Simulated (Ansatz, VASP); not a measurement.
## One calculation of BN, two programs

INCAR

```
PREC     = Accurate       # precision mode
ENCUT    = 520            # plane-wave cutoff, eV
EDIFF    = 1E-6           # SCF threshold, eV
ISMEAR   = 0              # smearing method
SIGMA    = 0.024          # smearing width, eV
LREAL    = False          # projectors in reciprocal space
LASPH    = True           # aspherical terms in the spheres
NELM     = 60             # most SCF steps
ALGO     = Normal         # electronic algorithm
ISIF     = 2              # what is computed and relaxed
LWAVE    = False          # write WAVECAR
LCHARG   = True           # write CHGCAR
GGA      = PE             # functional
LELF     = True           # ELF
LVHAR    = True         
NBANDS   = 16             # bands
```

KPOINTS

```
regular mesh
0
Gamma
  12 12 4
```

Contents of POSCAR:

```
BN
1.0
    2.4982400000      0.0000000000      0.0000000000
   -1.2491200000      2.1635393048      0.0000000000
    0.0000000000      0.0000000000      6.6357000000
N B
2 2
Direct
    0.6666666667      0.3333333333      0.2500000000
    0.3333333333      0.6666666667      0.7500000000
    0.6666666667      0.3333333333      0.7500000000
    0.3333333333      0.6666666667      0.2500000000
```

Contents of input.yaml:

```yaml
crystal:
  lattice:
    - [2.49824, 0.0, 0.0]
    - [-1.24912, 2.1635393048, 0.0]
    - [0.0, 0.0, 6.6357]
  atoms:
    - { symbol: "N", position: [0.6666666667, 0.3333333333, 0.25] }
    - { symbol: "N", position: [0.3333333333, 0.6666666667, 0.75] }
    - { symbol: B, position: [0.6666666667, 0.3333333333, 0.75] }
    - { symbol: B, position: [0.3333333333, 0.6666666667, 0.25] }
hamiltonian:
  xc: pbe
  pseudopotentials: { kind: paw }
kpoints:
  mp_grid: { grid: [12, 12, 4] }
scf:
  occupations: { method: gaussian, width: 0.024 }
output:
  forces: true
  stress: true
  eigenvalues: true
```

Alike in both runs: task single point; functional PBE; k mesh 12 × 12 × 4; occupations gaussian, width 0.024 eV; no spin polarisation.

```csv
,VASP,Ansatz
version,VASP 6.6.1,Ansatz 0.2.0
potentials or method,"VASP PAW PBE potentials, release 64 (N, B)",Ansatz PAW
plane-wave cutoff (eV),520,420
valence electrons in the cell,16,16
```

```tsv
	VASP	Ansatz	Ansatz less VASP
gap on the k mesh at the Fermi level (eV)	4.29	4.29	+0.008
least direct gap on the mesh (eV)	4.66	4.66	+0.003
pressure (GPa)	5.2	5.1	-0.08
traceless stress, the component that is largest in VASP (GPa)	-2.29	-2.09	+0.205
```

The functional is the same, so the differences come from potentials, cutoffs and numerics.
